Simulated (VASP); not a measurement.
# BO (rock salt type) (Fm-3m) in VASP: a series of runs

Runs on BO (rock salt type). Level: r2SCAN. Tasks: single point.

All numbers are computed with VASP 6.6.1; they aren't measurements. Logs are shortened: lines on timing, memory, paths and dates and some standing lists are left out, and cuts for length are marked.

## (1) The cell of the first run

The structure is cubic, space group Fm-3m (No. 225). The conventional cell has a = 3.783 Å, b = 3.783 Å, c = 3.783 Å, α = 90.00°, β = 90.00°, γ = 90.00°. Within 2.5 Å of B (site symmetry m-3m) lie 6 O at 1.89 Å. Within 2.5 Å of O (site symmetry m-3m) lie 6 B at 1.89 Å.

## (2) Single point, r2SCAN

File POSCAR:

```
BO
1.0
    0.0000000000      1.8914608099      1.8914608099
    1.8914608099      0.0000000000      1.8914608099
    1.8914608099      1.8914608099      0.0000000000
B O
1 1
Direct
    0.0000000000      0.0000000000      0.0000000000
    0.5000000000      0.5000000000      0.5000000000
```

File INCAR.step1:

```
SYSTEM = BO
  PREC = Accurate
  ENCUT = 520
  ISMEAR = -1
  SIGMA = 0.1
  LREAL = .FALSE.
  LASPH = .TRUE.
  NELM = 100
  NBANDS = 12
  GGA = PE
  ALGO = Normal
  EDIFF = 1E-4
  LWAVE = .TRUE.
  LCHARG = .FALSE.
```

File INCAR.step2:

```
SYSTEM = BO
  PREC = Accurate
  ENCUT = 520
  EDIFF = 1E-6
  ISMEAR = -1
  SIGMA = 0.1
  LREAL = .FALSE.
  LASPH = .TRUE.
  NELM = 100
  ALGO = Normal
  ISIF = 2
  LWAVE = .FALSE.
  LCHARG = .FALSE.
  METAGGA = R2SCAN
  LMIXTAU = .TRUE.
  NBANDS = 12
  ISTART = 1
```

File KPOINTS:

```
Automatic mesh
0
G
  15 15 15
  0 0 0
```

Potentials or basis: VASP PAW PBE potentials, release 64 (B, O).

On the command line:

```
cat potpaw_PBE.64/B/POTCAR potpaw_PBE.64/O/POTCAR > POTCAR
cp INCAR.step1 INCAR
mpirun -np 1 vasp_std > vasp.out
cp INCAR.step2 INCAR
mpirun -np 1 vasp_std > vasp.out
```

OUTCAR:

```text
SYSTEM = BO
   PREC = Accurate
   ENCUT = 520
   EDIFF = 1E-6
   ISMEAR = -1
   LREAL = .FALSE.
   LASPH = .TRUE.
   NELM = 100
   ISIF = 2
   METAGGA = R2SCAN
   ISTART = 1

 ion  position               nearest neighbor table
   1  0.000  0.000  0.000-   2 1.89   2 1.89   2 1.89   2 1.89   2 1.89   2 1.89
   2  0.500  0.500  0.500-   1 1.89   1 1.89   1 1.89   1 1.89   1 1.89   1 1.89

  LATTYP: Found a face centered cubic cell.
 ALAT       =     3.7829216198

  Lattice vectors:

 A1 = (   0.0000000000,   1.8914608099,   1.8914608099)
 A2 = (   1.8914608099,   0.0000000000,   1.8914608099)
 A3 = (   1.8914608099,   1.8914608099,   0.0000000000)

Analysis of symmetry for initial positions (statically):
=====================================================================
 Subroutine PRICEL returns:
 Original cell was already a primitive cell.

 Routine SETGRP: Setting up the symmetry group for a
 face centered cubic supercell.

 Subroutine GETGRP returns: Found 48 space group operations
 (whereof 48 operations were pure point group operations)
 out of a pool of 48 trial point group operations.

The static configuration has the point symmetry O_h .

Analysis of symmetry for dynamics (positions and initial velocities):
=====================================================================
 Subroutine PRICEL returns:
 Original cell was already a primitive cell.

 Routine SETGRP: Setting up the symmetry group for a
 face centered cubic supercell.

 Subroutine GETGRP returns: Found 48 space group operations
 (whereof 48 operations were pure point group operations)
 out of a pool of 48 trial point group operations.

The dynamic configuration has the point symmetry O_h .

 Subroutine INISYM returns: Found 48 space group operations
 (whereof 48 operations are pure point group operations),
 and found     1 'primitive' translations

----------------------------------------------------------------------------------------

                                     Primitive cell

  volume of cell :      13.5339

  direct lattice vectors                    reciprocal lattice vectors
     0.000000000  1.891460810  1.891460810    -0.264345948  0.264345948  0.264345948
     1.891460810  0.000000000  1.891460810     0.264345948 -0.264345948  0.264345948
     1.891460810  1.891460810  0.000000000     0.264345948  0.264345948 -0.264345948

  length of vectors
     2.674929530  2.674929530  2.674929530     0.457860612  0.457860612  0.457860612

[... 88 lines left out ...]
   POTIM  = 0.5000    time-step for ionic-motion
   TEBEG  =    0.0;   TEEND  =   0.0 temperature during run
   PSTRESS=    0.0 pullay stress
   NELECT =       9.0000    total number of electrons
   NUPDOWN=      -1.0000    fix difference up-down
   EMIN   =  10.00;   EMAX   =-10.00  energy-range for DOS
   EFERMI =   0.00;   METHOD = LEGACY
   ISMEAR =    -1;   SIGMA  =   0.10  broadening in eV -4-tet -1-fermi 0-gaus
   EFERMI_NEDOS =   21; number of points for ismear=-14 and -15
   IALGO  =     38    algorithm
   IMIX   =      4    mixing-type and parameters
     AMIX     =   0.40;   BMIX     =  1.00
     AMIX_MAG =   1.60;   BMIX_MAG =  1.00
  volume/ion in A,a.u.               =       6.77        45.67
  Fermi-wavevector in a.u.,A,eV,Ry     =   1.428943  2.700311 27.781449  2.041879
  Thomas-Fermi vector in A             =   2.548950
   LORBIT       =      0    0 simple, 1 ext, 2 COOP (PROOUT), +10 PAW based schemes
   METAGGA = R2SCAN    functional components
   LHFCALC =     F    Hartree Fock is set to
   AEXX    =    0.0000 exact exchange contribution
   IVDW    =     0    specifies the selected vdW correction
   LEPSILON=     F    determine dielectric tensor
   LRPA    =     F    only Hartree local field effects (RPA)
 non-spin polarized calculation
  energy-cutoff  :      520.00
  volume of cell :       13.53
 maximum number of plane-waves:       375
   NGX =  9   NGY =  9   NGZ =  9

 number of electron       9.0000006 magnetization

 Free energy of the ion-electron system (eV)
  ---------------------------------------------------
  ext. energy  EPLUGINS =         0.00000000
  ---------------------------------------------------
  free energy    TOTEN  =       -11.62123158 eV

  energy without entropy =      -11.60091412  energy(sigma->0) =      -11.61107285

 E-fermi :   9.9058     XC(G=0): -13.3163

 val. band max:        9.8730559742   @ k =   0.2667   0.2000   0.0000
 cond. band min:       9.9177551988   @ k =   0.2000   0.2000   0.0000
 fundamental gap:      0.0446992246
 Fermi energy:         9.9058169216

 k-point     1 :       0.0000    0.0000    0.0000
  band No.  band energies     occupation
      1     -17.1778      2.00000
      2       3.1897      2.00000
      3       3.1897      2.00000
      4       3.1897      2.00000
      5       6.7620      2.00000
      6      16.9914      0.00000
      7      16.9914      0.00000
      8      16.9914      0.00000
      9      25.6675      0.00000
     10      25.6675      0.00000
     11      25.6675      0.00000
     12      30.8980      0.00000
[... 331 lines left out ...]
 k-point    24 :       0.2000    0.1333    0.0000
  band No.  band energies     occupation
      1     -16.4572      2.00000
      2       0.5569      2.00000
      3       2.4728      2.00000
      4       2.6190      2.00000
      5       9.5407      1.94938
      6      13.4102      0.00000
      7      16.4823      0.00000
      8      16.4879      0.00000
      9      22.1578      0.00000
     10      29.2165      0.00000
     11      29.4512      0.00000
     12      34.4553      0.00000

 [... further k-points ...]

------------------------ aborting loop because EDIFF is reached ----------------------------------------

  FORCE on cell =-STRESS in cart. coord.  units (eV):
  Direction    XX          YY          ZZ          XY          YZ          ZX
  --------------------------------------------------------------------------------------
  -------------------------------------------------------------------------------------
  Total        1.3706086      1.3706086      1.3706086      0.0000000      0.0000000      0.0000000
  in kB      162.2564628    162.2564628    162.2564628      0.0000000      0.0000000      0.0000000
  external PRESSURE =     162.2564628 kB  Pullay stress =       0.0000000 kB

 VOLUME and BASIS-vectors are now :
 -----------------------------------------------------------------------------
  energy-cutoff  :      520.00
  volume of cell :       13.53
      direct lattice vectors                 reciprocal lattice vectors
     0.000000000  1.891460810  1.891460810    -0.264345948  0.264345948  0.264345948
     1.891460810  0.000000000  1.891460810     0.264345948 -0.264345948  0.264345948
     1.891460810  1.891460810  0.000000000     0.264345948  0.264345948 -0.264345948

 POSITION                                       TOTAL-FORCE (eV/Angst)
 -----------------------------------------------------------------------------------
      0.00000      0.00000      0.00000        -0.000000     -0.000000     -0.000000
      1.89146      1.89146      1.89146         0.000000      0.000000      0.000000
 -----------------------------------------------------------------------------------
    total drift:                                0.000000      0.000000      0.000000

  FREE ENERGIE OF THE ION-ELECTRON SYSTEM (eV)
  ---------------------------------------------------
  free  energy   TOTEN  =       -11.6212315753 eV

  energy  without entropy=      -11.6009141177  energy(sigma->0) =      -11.61107285
```

OUTCAR.step1:

```text
SYSTEM = BO
   PREC = Accurate
   ENCUT = 520
   ISMEAR = -1
   LREAL = .FALSE.
   LASPH = .TRUE.
[... 580 lines left out ...]
      0.00000      0.00000      0.00000         0.000000      0.000000      0.000000
      1.89146      1.89146      1.89146        -0.000000     -0.000000      0.000000
 -----------------------------------------------------------------------------------
    total drift:                                0.000000      0.000000      0.000000

  FREE ENERGIE OF THE ION-ELECTRON SYSTEM (eV)
  ---------------------------------------------------
  free  energy   TOTEN  =       -10.0869851847 eV

  energy  without entropy=      -10.0636735178  energy(sigma->0) =      -10.07532935
```

It took 74 s on 1 thread of Intel Xeon Platinum 8259CL at 2.50GHz (Skylake/Cascade Lake), shared host; peak memory 0.13 GiB.

What came out:

| Quantity | Value |
| --- | --- |
| Free energy | -11.6212 eV |
| Pressure | 16.2 GPa |

Levels at points of the mesh, in eV from the Fermi level:
```
           k point  band 1  band 2  band 3  band 4  band 5  band 6  band 7  band 8  band 9  band 10
(0.00, 0.00, 0.00)  -27.08   -6.72   -6.72   -6.72   -3.14    7.09    7.09    7.09   15.76    15.76
```

Caveat: the PAW data sets were made with another functional, which shifts forces and pressure a little; an odd number of electrons without spin polarisation forces a metal; a magnetic or distorted state may lie lower.

## (3) Single point, r2SCAN

POSCAR is that of step 2.

File INCAR.step1:

```
PREC = Accurate
ENCUT = 520
ISMEAR = -1
SIGMA = 0.1
LREAL = F
LASPH = T
NELM = 80
NBANDS = 12
GGA = PE
ALGO = Normal
EDIFF = 1E-4
LWAVE = T
LCHARG = F
```

File INCAR.step2:

```
PREC = Accurate
ENCUT = 520
EDIFF = 1E-6
ISMEAR = -1
SIGMA = 0.1
LREAL = F
LASPH = T
NELM = 80
ALGO = Normal
ISIF = 2
LWAVE = F
LCHARG = T
METAGGA = R2SCAN
LMIXTAU = T
LELF = T
LVHAR = T
NBANDS = 12
ISTART = 1
```

File KPOINTS:

```
regular mesh
0
Gamma
  15 15 15
```

Potentials or basis: VASP PAW PBE potentials, release 64 (B, O).

On the command line:

```
cat potpaw_PBE.64/B/POTCAR potpaw_PBE.64/O/POTCAR > POTCAR
cp INCAR.step1 INCAR
mpirun -np 1 vasp_std > vasp.out
cp INCAR.step2 INCAR
mpirun -np 1 vasp_std > vasp.out
```

OUTCAR:

```text
PREC = Accurate
   ENCUT = 520
   EDIFF = 1E-6
   ISMEAR = -1
   LREAL = F
   LASPH = T
   NELM = 80
   ISIF = 2
   METAGGA = R2SCAN
   ISTART = 1

 ion  position               nearest neighbor table
   1  0.000  0.000  0.000-   2 1.89   2 1.89   2 1.89   2 1.89   2 1.89   2 1.89
   2  0.500  0.500  0.500-   1 1.89   1 1.89   1 1.89   1 1.89   1 1.89   1 1.89

  LATTYP: Found a face centered cubic cell.
 ALAT       =     3.7829216198

  Lattice vectors:

 A1 = (   0.0000000000,   1.8914608099,   1.8914608099)
 A2 = (   1.8914608099,   0.0000000000,   1.8914608099)
 A3 = (   1.8914608099,   1.8914608099,   0.0000000000)

Analysis of symmetry for initial positions (statically):
=====================================================================
 Subroutine PRICEL returns:
 Original cell was already a primitive cell.

 Routine SETGRP: Setting up the symmetry group for a
 face centered cubic supercell.

 Subroutine GETGRP returns: Found 48 space group operations
 (whereof 48 operations were pure point group operations)
 out of a pool of 48 trial point group operations.

The static configuration has the point symmetry O_h .

Analysis of symmetry for dynamics (positions and initial velocities):
[... 174 lines left out ...]
      8      16.9914      0.00000
      9      25.6675      0.00000
     10      25.6675      0.00000
     11      25.6675      0.00000
     12      30.8980      0.00000
[... 331 lines left out ...]
 k-point    24 :       0.2000    0.1333    0.0000
  band No.  band energies     occupation
      1     -16.4572      2.00000
      2       0.5569      2.00000
      3       2.4728      2.00000
      4       2.6190      2.00000
      5       9.5407      1.94938
      6      13.4102      0.00000
      7      16.4823      0.00000
      8      16.4879      0.00000
      9      22.1578      0.00000
     10      29.2165      0.00000
     11      29.4512      0.00000
     12      34.4553      0.00000

 [... further k-points ...]

------------------------ aborting loop because EDIFF is reached ----------------------------------------

  FORCE on cell =-STRESS in cart. coord.  units (eV):
  Direction    XX          YY          ZZ          XY          YZ          ZX
  --------------------------------------------------------------------------------------
  -------------------------------------------------------------------------------------
  Total        1.3706086      1.3706086      1.3706086      0.0000000      0.0000000      0.0000000
  in kB      162.2564628    162.2564628    162.2564628      0.0000000      0.0000000      0.0000000
  external PRESSURE =     162.2564628 kB  Pullay stress =       0.0000000 kB

 VOLUME and BASIS-vectors are now :
 -----------------------------------------------------------------------------
  energy-cutoff  :      520.00
  volume of cell :       13.53
      direct lattice vectors                 reciprocal lattice vectors
     0.000000000  1.891460810  1.891460810    -0.264345948  0.264345948  0.264345948
     1.891460810  0.000000000  1.891460810     0.264345948 -0.264345948  0.264345948
     1.891460810  1.891460810  0.000000000     0.264345948  0.264345948 -0.264345948

 POSITION                                       TOTAL-FORCE (eV/Angst)
 -----------------------------------------------------------------------------------
      0.00000      0.00000      0.00000        -0.000000     -0.000000     -0.000000
      1.89146      1.89146      1.89146         0.000000      0.000000      0.000000
 -----------------------------------------------------------------------------------
    total drift:                                0.000000      0.000000      0.000000

  FREE ENERGIE OF THE ION-ELECTRON SYSTEM (eV)
  ---------------------------------------------------
  free  energy   TOTEN  =       -11.6212315753 eV

  energy  without entropy=      -11.6009141177  energy(sigma->0) =      -11.61107285
```

OUTCAR.step1:

```text
PREC = Accurate
   ENCUT = 520
   ISMEAR = -1
   LREAL = F
   LASPH = T
   NELM = 80
[... 578 lines left out ...]
 -----------------------------------------------------------------------------------
      0.00000      0.00000      0.00000         0.000000      0.000000      0.000000
      1.89146      1.89146      1.89146        -0.000000     -0.000000      0.000000
 -----------------------------------------------------------------------------------
    total drift:                                0.000000      0.000000      0.000000

  FREE ENERGIE OF THE ION-ELECTRON SYSTEM (eV)
  ---------------------------------------------------
  free  energy   TOTEN  =       -10.0869851847 eV

  energy  without entropy=      -10.0636735178  energy(sigma->0) =      -10.07532935
```

Run time: 64 s. Hardware: 1 thread of Intel Xeon Platinum 8259CL at 2.50GHz (Skylake/Cascade Lake), shared host; peak memory 0.13 GiB.

What came out:

```
Free energy : -11.6212 eV
Pressure    : 16.2 GPa
```

Levels at points of the mesh, in eV from the Fermi level:
```tsv
k point	band 1	band 2	band 3	band 4	band 5	band 6	band 7	band 8	band 9	band 10
(0.00, 0.00, 0.00)	-27.08	-6.72	-6.72	-6.72	-3.14	7.09	7.09	7.09	15.76	15.76
```

Caveat: the PAW data sets were made with another functional, which shifts forces and pressure a little; an odd number of electrons without spin polarisation forces a metal; a magnetic or distorted state may lie lower.
